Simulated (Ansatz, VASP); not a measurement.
# Ta in VASP and in Ansatz

```
Ta
1.0
    -1.68535    1.66045    1.66045
     1.66045   -1.68535    1.66045
     1.66045    1.66045   -1.68535
Ta
1
Direct
  0.00000 0.00000 0.00000
```

Change from the starting cell: equal xy, yz and zx shear strains of -1.5 %, crystal datasets.

Alike in both runs: task electric field gradients; functional PBE; k mesh 16 × 16 × 16; occupations fermi-dirac, width 0.08 eV; no spin polarisation.

|  | VASP | Ansatz |
| --- | --- | --- |
| version | VASP 6.6.1 | Ansatz 0.2.0 |
| potentials or method | VASP PAW PBE potentials, release 64 (Ta_pv), cutoff 520 eV | all-electron PAW with datasets made for the crystal, scalar-relativistic |

Ansatz gave:

```
pressure (GPa)                                                : 0.0
traceless stress, the component that is largest in VASP (GPa) : 0.99
size of Vzz on the site where it differs most (V/Å²)          : 23.7
```

Question: What did VASP give for the same quantities?

Answer: Pressure (GPa): 0.2; traceless stress, the component that is largest in VASP (GPa): 1.00; size of Vzz on the site where it differs most (V/Å²): 29.5.

Ansatz ran all-electron here, and VASP with PAW potentials.

Spin-orbit coupling is off throughout.
